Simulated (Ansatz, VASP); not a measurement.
# One calculation of SnTe, two programs

```
CELL_PARAMETERS angstrom
0.00000 3.58398 3.58398
3.58398 0.00000 3.58398
3.58398 3.58398 0.00000
ATOMIC_POSITIONS crystal
Sn 0.00000 0.00000 0.00000
Te 0.25000 0.25000 0.25000
```

Alike in both runs: task single point; functional HSE06; k mesh 4 × 4 × 4; occupations fermi-dirac, width 0.02 eV; no spin polarisation.

|  | VASP | Ansatz |
| --- | --- | --- |
| version | VASP 6.6.1 | Ansatz 0.2.0 |
| potentials or method | VASP PAW PBE potentials, release 64 (Sn_d, Te) | plane waves, PAW |
| plane-wave cutoff (eV) | 520 | 420 |
| valence electrons in the cell | 20 | 30 |

Ansatz gave:

- pressure (GPa): 0.0

Question: Estimate VASP's values.

Answer: Pressure (GPa): -0.2.

VASP's potentials hold 20 valence electrons a cell and Ansatz's 30, so a difference there can come from the potentials and not from the codes. Ansatz's warnings: stress exchange threshold loose, stress scf threshold loose.

Spin-orbit coupling is off throughout.
